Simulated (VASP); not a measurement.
Write the native input for VASP 6.6.1 that does the following.

| Quantity | Value |
| --- | --- |
| Task | single point |
| Functional | PBE |
| Potentials or basis | VASP PAW PBE potentials, release 64 (Si, Ti_sv) |
| Cutoff | 520 eV |
| k mesh | 2 × 2 × 2 |
| Occupations | gaussian, width 0.02 eV |
| Spin | no spin polarisation |
| Dipole correction | no |
| Further INCAR settings | LREAL = Auto; ALGO = Normal; EDIFF = 1e-06; NBANDS = 52 |

The structure of TiSi16 (a cell with a defect) lies in POSCAR:

```
TiSi16
1.0
    0.0000000000      5.4300000000      5.4300000000
    5.4300000000      0.0000000000      5.4300000000
    5.4300000000      5.4300000000      0.0000000000
Si Ti
16 1
Direct
    0.0149739411     -0.0185848066     -0.0009279006
    0.1376326888      0.1202321363      0.1218094843
    0.0041901473      0.0002676796      0.4955698895
    0.1380127993      0.1163536832      0.6181848066
    0.0147193370      0.5047197053     -0.0011589319
    0.1393055249      0.6183786372      0.1234751381
    0.0162441068      0.4993409761      0.4853809392
    0.1379871087      0.6277784530      0.6179622468
    0.5114087477      0.0002409761     -0.0115943831
    0.6340505525      0.1163448435      0.1221980663
    0.5117087477     -0.0023767035      0.4959048803
    0.6336296501      0.1244255985      0.6178197053
    0.5012188766      0.4993527624      0.0003477901
    0.6338070902      0.6277435543      0.1221702578
    0.5116592081      0.4950474217      0.4958472376
    0.6338563536      0.6241534070      0.6179939227
   -0.1123487109      0.3702072744      0.8718525783
```

These files were run (other wordings do the same):

INCAR

```
SYSTEM = TiSi16
  ALGO = Normal
  EDIFF = 1E-6
  ENCUT = 520
  GGA = PE
  ISIF = 2
  ISMEAR = 0
  LASPH = .TRUE.
  LCHARG = .FALSE.
  LREAL = Auto
  LWAVE = .FALSE.
  NBANDS = 52
  NELM = 60
  PREC = Accurate
  SIGMA = 0.02
```

KPOINTS

```
k-points
0
G
  2 2 2
  0 0 0
```

Potentials or basis: VASP PAW PBE potentials, release 64 (Si, Ti_sv).

Launch:

```sh
$ cat potpaw_PBE.64/Si/POTCAR potpaw_PBE.64/Ti_sv/POTCAR > POTCAR
$ mpirun -np 1 vasp_std > vasp.out
```

Results of the run:

| Quantity | Value |
| --- | --- |
| Pressure | 4.0 GPa |
| Largest force | 0.011 eV/Å |
| Band gap on the k mesh | zero (band 38 reaches 6.96 eV, above the bottom of band 39 at 6.56 eV) |

Caveat: the k points lie up to 0.50 Å⁻¹ apart.

It took 6.3 min on 1 thread of Intel(R) Xeon(R) Platinum 8259CL CPU @ 2.50GHz (Skylake/Cascade Lake), with other jobs on the host, peak memory 0.5 GiB.
